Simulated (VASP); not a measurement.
Set up this calculation in VASP 6.6.1, as the native input.

```
Task                   : relaxation of cell and atoms
Functional             : PBE
Potentials or basis    : VASP PAW PBE potentials, release 64 (Rb_sv, Ag)
Cutoff                 : 600 eV
k mesh                 : 8 × 8 × 8
Occupations            : gaussian, width 0.1 eV
Spin                   : no spin polarisation
Dipole correction      : no
Further INCAR settings : ALGO = Fast; EDIFF = 1e-06; IBRION = 2; EDIFFG = -0.01; NSW = 100; ISIF = 3
```

The structure of Rb3Ag lies in POSCAR:

```
Rb3Ag
1.0
    6.1361480000      0.0000000000      0.0000000000
    0.0000000000      6.1361480000      0.0000000000
    0.0000000000      0.0000000000      6.1361480000
Rb Ag
3 1
Direct
    0.0000000000      0.5000000000      0.5000000000
    0.5000000000      0.0000000000      0.5000000000
    0.5000000000      0.5000000000      0.0000000000
    0.0000000000      0.0000000000      0.0000000000
```

The input as run:

INCAR

```
SYSTEM = Rb3Ag
PREC = Accurate
ENCUT = 600
EDIFF = 1E-6
ISMEAR = 0
SIGMA = 0.1
LREAL = .FALSE.
LASPH = .TRUE.
NELM = 80
ALGO = Fast
ISIF = 3
LWAVE = .FALSE.
LCHARG = .FALSE.
GGA = PE
IBRION = 2
NSW = 100
EDIFFG = -0.01
```

KPOINTS

```
Automatic mesh
0
G
  8 8 8
  0 0 0
```

Potentials or basis: VASP PAW PBE potentials, release 64 (Rb_sv, Ag).

Launch:

```console
$ cat potpaw_PBE.64/Rb_sv/POTCAR potpaw_PBE.64/Ag/POTCAR > POTCAR
$ mpirun -np 1 vasp_std > vasp.out
```

It gave:

```yaml
Pressure_after_relaxing: 0.0 GPa
Band_gap_on_the_k_mesh: zero (bands 19 and 20 overlap by 0.93 eV)
```

Caveat: the relaxation stopped at its first step, so nothing moved.

Run time: 2.1 min on 1 thread of AMD EPYC 9R45 96-Core Processor (Zen 5) (shared host), peak memory 0.46 GiB.
